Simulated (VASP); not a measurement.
# TiSi16 (a cell with a defect) in VASP: notebook, part 2 of 2

VASP 6.6.1.

## Step 4: Single point, PBE

Contents of INCAR:

```
SYSTEM = TiSi16
PREC = Accurate
ENCUT = 520
EDIFF = 1E-7
ISMEAR = 0
SIGMA = 0.02
LREAL = Auto
LASPH = .TRUE.
NELM = 100
ALGO = Normal
ISIF = 2
LWAVE = .FALSE.
LCHARG = .TRUE.
GGA = PE
LELF = .TRUE.
LVHAR = .TRUE.
NBANDS = 52
```

Contents of KPOINTS:

```
regular mesh
0
G
  2 2 2
  0 0 0
```

Contents of POSCAR:

```
TiSi16
1.0
    0.0000000000      5.4300000000      5.4300000000
    5.4300000000      0.0000000000      5.4300000000
    5.4300000000      5.4300000000      0.0000000000
Si Ti
16 1
Direct
    0.0023311234      0.0027090239     -0.0095351750
    0.1271236648      0.1275026703      0.1231757827
    0.0024469613      0.0023419890      0.5056633517
    0.1213899632      0.1223765193      0.6284855433
   -0.0019723757      0.5009327808      0.0009852670
    0.1304081952      0.6199634438      0.1232301105
    0.0078608656      0.4851997238      0.5043153775
    0.1311493554      0.6196012891      0.6273068140
    0.5006302026     -0.0018184162      0.0010349908
    0.6194399632      0.1305878453      0.1235285451
    0.4844238490      0.0078216390      0.5045842541
    0.6193293738      0.1310603131      0.6272741252
    0.5030409761      0.5032418969      0.0008527624
    0.6274116943      0.6275378453      0.1227975138
    0.5035107735      0.5034844383      0.4933560773
    0.6233480663      0.6237272560      0.6269635359
    0.8732373849      0.8737699816      0.3770616943
```

Started as:

```sh
> cat potpaw_PBE.64/Si/POTCAR potpaw_PBE.64/Ti_sv/POTCAR > POTCAR
> mpirun -np 1 vasp_std > vasp.out
```

Wall time 2.6 min (1 thread of Intel Xeon 6975P-C (Granite Rapids), shared host); peak memory 0.5 GiB.

It converged, with:

```yaml
Free_energy: -92.2045 eV
Pressure: 4.0 GPa
Largest_force: 0.006 eV/Å
Band_gap_on_the_k_mesh: zero (band 38 reaches 6.96 eV, above the bottom of band 39 at 6.56 eV)
```

Forces on the atoms (eV/Å):
```
Si  -0.001  0.000  0.000
Si  -0.001  0.004  0.003
Si   0.003 -0.003  0.001
Si  -0.001  0.002 -0.002
Si   0.002 -0.001 -0.001
Si   0.000  0.003 -0.003
Si   0.000 -0.004  0.000
Si  -0.003  0.000 -0.001
Si   0.000  0.000 -0.001
Si   0.001  0.000 -0.003
Si   0.004 -0.002  0.005
Si  -0.002 -0.001 -0.002
Si   0.002  0.002  0.003
Si   0.002  0.001  0.000
Si  -0.003 -0.002  0.001
Si  -0.003  0.000 -0.002
Ti   0.001  0.004  0.003
```

Stress tensor (GPa, compression positive):
```
 3.97 -0.11  0.01
-0.11  3.96  0.01
 0.01  0.01  4.12
```

Levels at points of the mesh, in eV from the Fermi level:
```
           k point  band 34  band 35  band 36  band 37  band 38  band 39  band 40  band 41  band 42  band 43
(0.00, 0.00, 0.00)    -0.98    -0.98    -0.97    -0.42    -0.39    -0.36    -0.11    -0.06     0.26     0.85
(0.50, 0.00, 0.00)    -1.96    -1.36    -1.35    -0.25     0.04     0.06     0.45     0.45     0.79     1.24
(0.00, 0.50, 0.00)    -1.95    -1.36    -1.35    -0.26     0.04     0.06     0.45     0.45     0.80     1.24
(0.00, 0.00, 0.50)    -1.96    -1.36    -1.35    -0.28     0.00     0.07     0.45     0.47     0.84     1.23
(0.50, 0.50, 0.50)    -1.96    -1.36    -1.35    -0.28     0.00     0.07     0.45     0.47     0.84     1.23
(0.50, 0.50, 0.00)    -1.99    -1.99    -1.88    -0.70    -0.03     0.57     0.62     1.11     1.33     1.76
(0.00, 0.50, 0.50)    -2.00    -2.00    -1.86    -0.69    -0.03     0.57     0.58     1.12     1.35     1.73
(0.50, 0.00, 0.50)    -2.00    -2.00    -1.86    -0.69    -0.03     0.57     0.58     1.12     1.35     1.73
```

Caveat: the k points lie up to 0.50 Å⁻¹ apart.

## Step 5: Single point, PBE

Contents of INCAR:

```
SYSTEM = TiSi16
ALGO = Normal ; EDIFF = 1E-7
ENCUT = 520 ; GGA = PE
ISIF = 2 ; ISMEAR = 0
LASPH = .TRUE. ; LCHARG = .TRUE.
LELF = .TRUE. ; LREAL = Auto
LVHAR = .TRUE. ; LWAVE = .FALSE.
NBANDS = 52 ; NELM = 60
PREC = Accurate ; SIGMA = 0.02
```

Contents of KPOINTS:

```
k-points
0
G
  2 2 2
  0 0 0
```

Contents of POSCAR:

```
TiSi16
1.0
    0.0000000000      5.4300000000      5.4300000000
    5.4300000000      0.0000000000      5.4300000000
    5.4300000000      5.4300000000      0.0000000000
Si Ti
16 1
Direct
    0.0016746777      0.0032976980     -0.0023313996
    0.1243351750      0.1245340700      0.1243476980
    0.0023628913      0.0021754144      0.4977918048
    0.1242692449      0.1244558011      0.6270736648
    0.0029010129      0.4983089319      0.0059348987
    0.1250210866      0.6328792818      0.1212476059
    0.0025352670      0.4982835175      0.4933301105
    0.1348964088      0.6195216390      0.6230116943
    0.4979207182      0.0017798343      0.0050441068
    0.6309992634      0.1242793738      0.1224430939
    0.4978810313      0.0015125230      0.4954418048
    0.6202205341      0.1349023020      0.6224905157
    0.4984141805      0.4984808471      0.0014252302
    0.6225430939      0.6203458564      0.1399664825
    0.4965162983      0.4971126151      0.5028059853
    0.6221320442      0.6200950276      0.6172576427
    0.7488278085      0.7480524862      0.7514399632
```

Started as:

```sh
> cat potpaw_PBE.64/Si/POTCAR potpaw_PBE.64/Ti_sv/POTCAR > POTCAR
> mpirun -np 1 vasp_std > vasp.out
```

Run time: 2.8 min. Hardware: 1 thread of Intel Xeon 6975P-C (Granite Rapids), shared host; peak memory 0.5 GiB.

Results (log left out):

```
Free energy            : -92.2039 eV
Pressure               : 4.0 GPa
Largest force          : 0.017 eV/Å
Band gap on the k mesh : zero (band 38 reaches 6.96 eV, above the bottom of band 39 at 6.56 eV)
```

Forces on the atoms (eV/Å):
```
Si   0.000  0.001 -0.002
Si   0.004  0.002  0.005
Si   0.000  0.000 -0.001
Si  -0.001 -0.004  0.005
Si   0.000 -0.002 -0.002
Si   0.000  0.001  0.001
Si   0.001  0.002 -0.001
Si  -0.004  0.001  0.005
Si   0.001  0.006 -0.001
Si   0.002 -0.002  0.001
Si  -0.005 -0.001  0.000
Si   0.002 -0.004  0.004
Si   0.000  0.003  0.003
Si   0.003 -0.002  0.000
Si   0.000  0.002 -0.002
Si   0.000 -0.003  0.001
Ti  -0.004  0.001 -0.017
```

Stress tensor (GPa, compression positive):
```
 3.96  0.12 -0.05
 0.12  3.96  0.05
-0.05  0.05  4.12
```

Levels at points of the mesh, in eV from the Fermi level:
| k point | band 36 | band 37 | band 38 | band 39 | band 40 | band 41 |
| --- | --- | --- | --- | --- | --- | --- |
| (0.00, 0.00, 0.00) | -0.97 | -0.43 | -0.39 | -0.36 | -0.11 | -0.06 |
| (0.50, 0.00, 0.00) | -1.35 | -0.28 | 0.01 | 0.07 | 0.45 | 0.47 |
| (0.00, 0.50, 0.00) | -1.35 | -0.28 | -0.01 | 0.07 | 0.45 | 0.47 |
| (0.00, 0.00, 0.50) | -1.35 | -0.26 | 0.04 | 0.06 | 0.45 | 0.45 |
| (0.50, 0.50, 0.50) | -1.35 | -0.25 | 0.04 | 0.06 | 0.45 | 0.45 |
| (0.50, 0.50, 0.00) | -1.88 | -0.70 | -0.03 | 0.57 | 0.62 | 1.11 |
| (0.00, 0.50, 0.50) | -1.86 | -0.69 | -0.03 | 0.57 | 0.58 | 1.12 |
| (0.50, 0.00, 0.50) | -1.86 | -0.69 | -0.03 | 0.57 | 0.58 | 1.12 |

Caveat: the k points lie up to 0.50 Å⁻¹ apart.
